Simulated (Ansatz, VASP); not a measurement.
# One calculation of Co, two programs

File POSCAR:

```
Co
1.0
    2.2818109465      0.0000000000      0.0000000000
    0.0000000000      2.2818109465      0.0000000000
    0.0000000000      0.0000000000      2.2818109465
Co
1
Direct
    0.0000000000      0.0000000000      0.0000000000
```

The input INCAR.step1:

```
SYSTEM = Co
  ALGO = Normal
  EDIFF = 1E-4
  ENCUT = 520
  GGA = PE
  ISMEAR = -1
  LASPH = .TRUE.
  LCHARG = .FALSE.
  LREAL = .FALSE.
  LWAVE = .TRUE.
  NBANDS = 10
  NELM = 100
  PREC = Accurate
  SIGMA = 0.1
```

INCAR.step2

```
SYSTEM = Co
  ALGO = Normal
  EDIFF = 1E-6
  ENCUT = 520
  ISIF = 2
  ISMEAR = -1
  ISTART = 1
  LASPH = .TRUE.
  LCHARG = .FALSE.
  LMIXTAU = .TRUE.
  LREAL = .FALSE.
  LWAVE = .FALSE.
  METAGGA = R2SCAN
  NBANDS = 10
  NELM = 100
  PREC = Accurate
  SIGMA = 0.1
```

The input KPOINTS:

```
k-points
0
G
  16 16 16
  0 0 0
```

Input for Ansatz:

```yaml
crystal:
  lattice:
    - [2.2818109465, 0.0, 0.0]
    - [0.0, 2.2818109465, 0.0]
    - [0.0, 0.0, 2.2818109465]
  atoms:
    - { symbol: Co, position: [0.0, 0.0, 0.0] }
hamiltonian:
  xc: r2scan
  pseudopotentials:
    kind: paw
    azcp:
      Co: "pseudopotentials/Co.paw.azcp"
basis:
  ecutwfc: 500
  fft_grid_basis: typed
kpoints:
  mp_grid: { grid: [16, 16, 16], shift: [0, 0, 0] }
magnetization:
  spin_polarized: false
scf:
  occupations: { method: fermi_dirac, width: 0.1 }
  lower_state_search: "off"
output:
  stress: true
```

Alike in both runs: task single point; functional r2SCAN; k mesh 16 × 16 × 16; occupations fermi-dirac, width 0.1 eV; no spin polarisation.

|  | VASP | Ansatz |
| --- | --- | --- |
| version | VASP 6.6.1 | Ansatz 0.2.0 |
| potentials or method | VASP PAW PBE potentials, release 64 (Co), cutoff 520 eV | plane waves (500 eV) with PAW, scalar-relativistic |
| valence electrons in the cell | 9 | 17 |

|  | VASP | Ansatz | Ansatz less VASP |
| --- | --- | --- | --- |
| pressure (GPa) | -7.1 | -7.2 | -0.17 |

VASP's potentials were made for PBE, not for r2SCAN. VASP's potentials hold 9 valence electrons a cell and Ansatz's 17, so a difference there can come from the potentials and not from the codes.
